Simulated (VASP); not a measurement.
Wanted: the native input for a VASP 6.6.1 run.

```
Task                   : single point
Functional             : PBE
Potentials or basis    : VASP PAW PBE potentials, release 64 (Li_sv, Fe, N)
Cutoff                 : 520 eV
k mesh                 : 7 × 7 × 5
Occupations            : gaussian, width 0.2 eV
Spin                   : collinear spin, ferromagnetic start
Starting moments       : [0.0, 2.16, 0.12] μB
Fixed moment           : 2.5 μB
Dipole correction      : no
Further INCAR settings : ALGO = Normal; EDIFF = 1e-06; NBANDS = 19
```

The structure of LiFeN lies in POSCAR:

```
LiFeN
1.0
    3.1006003500      0.0000000000      0.0000000000
   -1.5503001700      2.6851986700      0.0000000000
    0.0000000000      0.0000000000      4.1453390000
Li Fe N
1 1 1
Direct
    0.3333333264      0.6666666679      0.0000000000
    0.6666666685      0.3333333284      0.5000000000
    0.3333333264      0.6666666679      0.5000000000
```

These files were run (other wordings do the same):

INCAR

```
SYSTEM = LiFeN
PREC = Accurate
ENCUT = 520
EDIFF = 1E-6
ISMEAR = 0
SIGMA = 0.2
LREAL = .False.
LASPH = .True.
NELM = 150
ALGO = Normal
ISIF = 2
LWAVE = .False.
LCHARG = .True.
ISPIN = 2
MAGMOM = 0 2.16 0.12
LORBIT = 11
NUPDOWN = 2.5
LMAXMIX = 4
GGA = PE
LELF = .True.
LVHAR = .True.
NBANDS = 19
```

KPOINTS

```
Automatic mesh
0
Gamma
  7 7 5
  0 0 0
```

Potentials or basis: VASP PAW PBE potentials, release 64 (Li_sv, Fe, N).

Launch:

```sh
$ cat potpaw_PBE.64/Li_sv/POTCAR potpaw_PBE.64/Fe/POTCAR potpaw_PBE.64/N/POTCAR > POTCAR
$ mpirun -np 1 vasp_std > vasp.out
```

It gave:

- Net moment: 2.50 μB per cell
- Site moments: Li -0.00; Fe +2.29; N +0.10 μB
- Valence electrons inside the program's atomic spheres: Li 2.10; Fe 7.61; N 3.76

Caveat: the total moment is fixed, so each spin has its own Fermi level; a cell with one magnetic atom can't hold antiferromagnetic order, which such compounds often take.

It took 23 s on 1 thread of Intel(R) Xeon(R) Platinum 8488C (Sapphire Rapids), on a shared host, peak memory 0.17 GiB.
